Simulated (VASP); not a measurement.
# B5N (Cmmm) in VASP: further runs, part 2 of 2

VASP 6.6.1. Earlier steps stand in the parts before.

## (4) Single point, PBE

This run uses another cell than the first one, of 11.07 Å³/atom.

INCAR reads:

```
  PREC = Accurate
  ENCUT = 520
  EDIFF = 1E-6
  ISMEAR = 0
  SIGMA = 0.1
  LREAL = False
  LASPH = True
  NELM = 60
  ALGO = Normal
  ISIF = 2
  LWAVE = False
  LCHARG = False
  GGA = PE
  NBANDS = 19
```

KPOINTS reads:

```
regular mesh
0
Gamma
  10 10 8
```

POSCAR reads:

```
B5N
1.0
    2.0273024822     -3.5957890611      0.0000000000
    2.0273024822      3.5957890611      0.0000000000
    0.0000000000      0.0000000000      4.5544434289
B N
5 1
Direct
    0.1562527607      0.4312026981      0.5000000000
    0.8437472393      0.5687973019      0.5000000000
    0.5687973019      0.8437472393      0.5000000000
    0.4312026981      0.1562527607      0.5000000000
    0.0000000000      0.0000000000      0.0000000000
    0.0000000000      0.0000000000      0.5000000000
```

Potentials or basis: VASP PAW PBE potentials, release 64 (B, N).

Run with:

```bash
cat potpaw_PBE.64/B/POTCAR potpaw_PBE.64/N/POTCAR > POTCAR
mpirun -np 1 vasp_std > vasp.out
```

OUTCAR:

```text
PREC = Accurate
   ENCUT = 520
   EDIFF = 1E-6
   ISMEAR = 0
   LREAL = False
   LASPH = True
   NELM = 60
   ISIF = 2
   GGA = PE

 ion  position               nearest neighbor table
   1  0.156  0.431  0.500-   6 1.55   2 1.66   3 1.67   4 1.98
   2  0.844  0.569  0.500-   6 1.55   1 1.66   4 1.67   3 1.98
   3  0.569  0.844  0.500-   6 1.55   4 1.66   1 1.67   2 1.98
   4  0.431  0.156  0.500-   6 1.55   3 1.66   2 1.67   1 1.98
   5  0.000  0.000  0.000-
   6  0.000  0.000  0.500-   1 1.55   2 1.55   3 1.55   4 1.55

  LATTYP: Found a base centered orthorhombic cell.
 ALAT       =     4.0546049644
 B/A-ratio  =     1.7736815757
 C/A-ratio  =     1.1232767357

  Lattice vectors:

 A1 = (   2.0273024822,  -3.5957890611,   0.0000000000)
 A2 = (   2.0273024822,   3.5957890611,   0.0000000000)
 A3 = (   0.0000000000,   0.0000000000,   4.5544434289)

Analysis of symmetry for initial positions (statically):
=====================================================================
 Subroutine PRICEL returns:
 Original cell was already a primitive cell.

[... 180 lines left out ...]
 cond. band min:       3.1254731911   @ k =   0.2000   0.2000   0.2500
 fundamental gap:      0.0125576838
 Fermi energy:         3.1133848889

 k-point     1 :       0.0000    0.0000    0.0000
  band No.  band energies     occupation
      1     -16.6273      2.00000
      2      -7.7673      2.00000
      3      -6.7489      2.00000
      4      -6.3033      2.00000
      5      -4.7627      2.00000
      6      -2.9979      2.00000
[... 505 lines left out ...]
      6      -2.7297      2.00000
[... 11 lines left out ...]
     18      10.1138      0.00000
     19      10.3142      0.00000

 [... further k-points ...]

------------------------ aborting loop because EDIFF is reached ----------------------------------------

  FORCE on cell =-STRESS in cart. coord.  units (eV):
  Direction    XX          YY          ZZ          XY          YZ          ZX
  --------------------------------------------------------------------------------------
  -------------------------------------------------------------------------------------
  Total        0.0201981     -0.0153161     -0.0385623     -0.0000000      0.0000000      0.0000000
  in kB        0.4873520     -0.3695563     -0.9304557     -0.0000000      0.0000000      0.0000000
  external PRESSURE =      -0.2708867 kB  Pullay stress =       0.0000000 kB

 VOLUME and BASIS-vectors are now :
 -----------------------------------------------------------------------------
  energy-cutoff  :      520.00
  volume of cell :       66.40
      direct lattice vectors                 reciprocal lattice vectors
     2.027302482 -3.595789061  0.000000000     0.246633151 -0.139051538  0.000000000
     2.027302482  3.595789061  0.000000000     0.246633151  0.139051538  0.000000000
     0.000000000  0.000000000  4.554443429     0.000000000  0.000000000  0.219565797

 POSITION                                       TOTAL-FORCE (eV/Angst)
 -----------------------------------------------------------------------------------
      1.19095      0.98866      2.27722        -0.000752     -0.006141      0.000000
      2.86366     -0.98866      2.27722         0.000752      0.006141     -0.000000
      2.86366      0.98866      2.27722         0.000752     -0.006141     -0.000000
      1.19095     -0.98866      2.27722        -0.000752      0.006141      0.000000
      0.00000      0.00000      0.00000         0.000000      0.000000      0.000000
      0.00000      0.00000      2.27722        -0.000000      0.000000      0.000000
 -----------------------------------------------------------------------------------
    total drift:                                0.000000     -0.000000      0.000000

  FREE ENERGIE OF THE ION-ELECTRON SYSTEM (eV)
  ---------------------------------------------------
  free  energy   TOTEN  =       -33.4962283846 eV

  energy  without entropy=      -33.4874194341  energy(sigma->0) =      -33.49182391
```

OSZICAR:

```text
N       E                     dE             d eps       ncg     rms          rms(c)
DAV:   1     0.555348029920E+02    0.55535E+02   -0.93300E+03  5890   0.939E+02
DAV:   2    -0.320344889822E+02   -0.87569E+02   -0.83767E+02  8176   0.189E+02
DAV:   3    -0.368723927278E+02   -0.48379E+01   -0.47603E+01  7295   0.424E+01
DAV:   4    -0.369323531015E+02   -0.59960E-01   -0.59885E-01  7618   0.520E+00
DAV:   5    -0.369331820192E+02   -0.82892E-03   -0.82885E-03  7231   0.571E-01    0.957E+00
DAV:   6    -0.336410922477E+02    0.32921E+01   -0.78834E+00  7153   0.120E+01    0.396E+00
DAV:   7    -0.335222623127E+02    0.11883E+00   -0.72354E-01  6792   0.464E+00    0.216E+00
DAV:   8    -0.334992746340E+02    0.22988E-01   -0.11737E-01  6507   0.161E+00    0.454E-01
DAV:   9    -0.334977765894E+02    0.14980E-02   -0.37505E-02  7179   0.957E-01    0.263E-01
DAV:  10    -0.334965636306E+02    0.12130E-02   -0.13929E-02  6703   0.422E-01    0.983E-02
DAV:  11    -0.334965060129E+02    0.57618E-04   -0.55437E-04  6789   0.145E-01    0.770E-02
DAV:  12    -0.334962207488E+02    0.28526E-03   -0.12366E-03  6746   0.118E-01    0.116E-02
DAV:  13    -0.334962271414E+02   -0.63926E-05   -0.53094E-05  6632   0.416E-02    0.819E-03
DAV:  14    -0.334962296418E+02   -0.25003E-05   -0.16374E-05  7687   0.162E-02    0.506E-03
DAV:  15    -0.334962283893E+02    0.12525E-05   -0.54577E-06  5347   0.827E-03    0.885E-04
DAV:  16    -0.334962283846E+02    0.47301E-08   -0.19826E-07  3416   0.238E-03
   1 F= -.33496228E+02 E0= -.33491824E+02  d E =-.880895E-02
```

Wall time 4.2 min (1 thread of Intel Xeon 8259CL, shared host); peak memory 0.29 GiB.

What came out:

| Property | Result |
| --- | --- |
| Free energy | -33.4962 eV |
| Pressure | 0.0 GPa |
| Largest force | 0.006 eV/Å |
| Band gap on the k mesh | zero (bands 10 and 11 overlap by 1.24 eV) |

Forces in eV/Å, atoms in the order of the input:
```
B   -0.001 -0.006  0.000
B    0.001  0.006  0.000
B    0.001 -0.006  0.000
B   -0.001  0.006  0.000
B    0.000  0.000  0.000
N    0.000  0.000  0.000
```

Stress tensor (GPa, compression positive):
```
 0.05  0.00  0.00
 0.00 -0.04  0.00
 0.00  0.00 -0.09
```

## (5) Relaxation of cell and atoms, PBE

This run uses another cell than the first one, of 11.17 Å³/atom.

INCAR reads:

```
PREC = Accurate ; ENCUT = 600
EDIFF = 1E-7 ; ISMEAR = 0
SIGMA = 0.1 ; LREAL = False
LASPH = True ; NELM = 60
ALGO = Normal ; ISIF = 3
LWAVE = False ; LCHARG = False
GGA = PE ; IBRION = 2
NSW = 100 ; EDIFFG = -0.01
```

KPOINTS reads:

```
Automatic mesh
0
Gamma
  10 10 8
```

POSCAR reads:

```
B5N
1.0
    2.0238496568     -3.6003639952      0.0000000000
    2.0238496568      3.6003639952      0.0000000000
    0.0000000000      0.0000000000      4.5995070610
B N
5 1
Direct
    0.1563023875      0.4312579001      0.5000000000
    0.8436976125      0.5687420999      0.5000000000
    0.5687420999      0.8436976125      0.5000000000
    0.4312579001      0.1563023875      0.5000000000
    0.0000000000      0.0000000000      0.0000000000
    0.0000000000      0.0000000000      0.5000000000
```

Potentials or basis: VASP PAW PBE potentials, release 64 (B, N).

Run with:

```bash
cat potpaw_PBE.64/B/POTCAR potpaw_PBE.64/N/POTCAR > POTCAR
mpirun -np 1 vasp_std > vasp.out
```

OUTCAR:

```text
PREC = Accurate
   ENCUT = 600
   EDIFF = 1E-7
   ISMEAR = 0
   LREAL = False
   LASPH = True
   NELM = 60
   ISIF = 3
   GGA = PE
   IBRION = 2
   NSW = 100
   EDIFFG = -0.01

 ion  position               nearest neighbor table
   1  0.156  0.431  0.500-   6 1.55   2 1.66   3 1.67   4 1.98
   2  0.844  0.569  0.500-   6 1.55   1 1.66   4 1.67   3 1.98
   3  0.569  0.844  0.500-   6 1.55   4 1.66   1 1.67   2 1.98
   4  0.431  0.156  0.500-   6 1.55   3 1.66   2 1.67   1 1.98
   5  0.000  0.000  0.000-
   6  0.000  0.000  0.500-   1 1.55   2 1.55   3 1.55   4 1.55

  LATTYP: Found a base centered orthorhombic cell.
 ALAT       =     4.0476993136
 B/A-ratio  =     1.7789681082
 C/A-ratio  =     1.1363262695

  Lattice vectors:

 A1 = (   2.0238496568,  -3.6003639952,   0.0000000000)
 A2 = (   2.0238496568,   3.6003639952,   0.0000000000)
[... 489 lines left out ...]
      5      -4.7631      2.00000
      6      -2.9945      2.00000
      7      -1.9512      2.00000
      8      -1.2218      2.00000
      9      -0.4951      2.00000
     10       3.2376      0.10512
     11       4.8437      0.00000
     12       4.9878      0.00000
     13       6.5794      0.00000
     14       7.0387      0.00000
[... 377 lines left out ...]
      1     -16.3497      2.00000
      2      -9.3339      2.00000
      3      -8.4461      2.00000
      4      -4.1230      2.00000
      5      -3.8401      2.00000
      6      -2.7224      2.00000
      7      -1.5951      2.00000
      8      -0.2171      2.00000
      9       1.6597      2.00000
     10       2.1757      2.00000
     11       3.5850      0.00000
     12       3.8067      0.00000
     13       4.6536      0.00000
     14       7.7568      0.00000

 [... further k-points ...]

------------------------ aborting loop because EDIFF is reached ----------------------------------------

  FORCE on cell =-STRESS in cart. coord.  units (eV):
  Direction    XX          YY          ZZ          XY          YZ          ZX
  --------------------------------------------------------------------------------------
  -------------------------------------------------------------------------------------
  Total        0.0084847     -0.0082660     -0.0048631      0.0000000      0.0000000      0.0000000
  in kB        0.2050221     -0.1997378     -0.1175110      0.0000000      0.0000000      0.0000000
  external PRESSURE =      -0.0374089 kB  Pullay stress =       0.0000000 kB
[... 21 lines left out ...]
  FREE ENERGIE OF THE ION-ELECTRON SYSTEM (eV)
  ---------------------------------------------------
  free  energy   TOTEN  =       -33.5024045186 eV

  energy  without entropy=      -33.4935038437  energy(sigma->0) =      -33.49795418

 reached required accuracy - stopping structural energy minimisation
```

Run time: 16 min. Hardware: 1 thread of Intel Xeon 8259CL, shared host; peak memory 0.33 GiB.

Results:

| Property | Result |
| --- | --- |
| Free energy | -33.5024 eV |
| Relaxed volume | 11.05 Å³/atom |
| Relaxed cell | a = 4.127 Å, b = 4.127 Å, c = 4.549 Å, α = 90.00°, β = 90.00°, γ = 121.16° |
| Space group after relaxing (to 0.1 Å) | Cmmm (No. 65) |
| Energy gained by relaxing | 0.5 meV/atom |
| Ionic steps | 8 |
| Pressure after relaxing | 0.0 GPa |
| Largest force after relaxing | 0.005 eV/Å |
| Band gap on the k mesh | zero (bands 10 and 11 overlap by 1.24 eV) |

Forces on the atoms (eV/Å):
```
B    0.004  0.003  0.000
B   -0.004 -0.003  0.000
B   -0.004  0.003  0.000
B    0.004 -0.003  0.000
B    0.000  0.000  0.000
N    0.000  0.000  0.000
```

The path:
```csv
step,energy change (eV),largest force (eV/Å),pressure (GPa),volume (Å³)
1,0.0000,0.0259,-0.26,67.03
2,-0.0015,0.0567,-0.36,66.86
3,-0.0015,0.0687,-0.37,66.83
4,-0.0025,0.0087,-0.23,66.57
5,-0.0027,0.0305,-0.14,66.41
6,-0.0028,0.0077,0.06,66.30
7,-0.0028,0.0077,0.06,66.29
8,-0.0029,0.0049,0.00,66.30
```

Final structure:
```
CELL_PARAMETERS angstrom
2.02728 -3.59473 0.00000
2.02728 3.59473 0.00000
0.00000 0.00000 4.54919
ATOMIC_POSITIONS crystal
B 0.15627 0.43114 0.50000
B 0.84373 0.56886 0.50000
B 0.56886 0.84373 0.50000
B 0.43114 0.15627 0.50000
B 0.00000 0.00000 0.00000
N 0.00000 0.00000 0.50000
```

Levels at points of the mesh, in eV from the Fermi level:
| k point | band 8 | band 9 | band 10 | band 11 | band 12 | band 13 |
| --- | --- | --- | --- | --- | --- | --- |
| (0.00, 0.00, 0.00) | -4.34 | -3.62 | 0.11 | 1.72 | 1.86 | 3.46 |
| (0.50, 0.00, 0.00) | -2.53 | -2.19 | 0.08 | 0.28 | 0.88 | 1.48 |
| (0.50, 0.50, 0.00) | -2.73 | -2.01 | 0.15 | 1.48 | 1.56 | 1.91 |
| (0.00, 0.00, 0.50) | -3.55 | -1.77 | -0.25 | 0.51 | 0.71 | 1.40 |
| (0.50, 0.00, 0.50) | -2.48 | -1.32 | 0.09 | 0.17 | 0.32 | 1.61 |
| (0.50, 0.50, 0.50) | -2.63 | -1.35 | -0.70 | 1.49 | 1.79 | 1.90 |

## (6) Summary

| task | cell | k mesh | cutoff (eV) | gap on the mesh (eV) | pressure (GPa) | largest force (eV/Å) |
| --- | --- | --- | --- | --- | --- | --- |
| single point | a = 3.631, b = 3.631, c = 4.733 Å, angles 90.0, 90.0, 122.9°, 6 atoms, atomic positions A | 6 × 6 × 4 | 520 | none | 145.3 | 33.33 |
| single point | a = 4.130, b = 4.130, c = 4.600 Å, angles 90.0, 90.0, 121.3°, 6 atoms, atomic positions B | 6 × 6 × 4 | 520 | none | 0.0 | 0.01 |
| single point | a = 4.128, b = 4.128, c = 4.554 Å, angles 90.0, 90.0, 121.2°, 6 atoms, atomic positions B | 10 × 10 × 8 | 520 | none | 0.0 | 0.01 |
| relaxation of cell and atoms | relaxed from a = 4.130, b = 4.130, c = 4.600 Å, angles 90.0, 90.0, 121.3°, 6 atoms, atomic positions B | 10 × 10 × 8 | 600 | none | 0.0 | - |

Alike in all rows: level PBE; potentials or basis VASP PAW PBE potentials, release 64 (B, N); no spin polarisation; smearing gaussian 0.1 eV.

Caveats: the stress differs along the axes, from 3 to 243 GPa (at least some runs); forces of over 1 eV/Å act on the atoms, so gaps and moduli don't describe the material at rest (at least some runs).

Total energies depend on the potentials used, so only differences within one code and one set of settings carry meaning.

The gap in the log of VASP goes by the Fermi energy; the results here count the filled bands.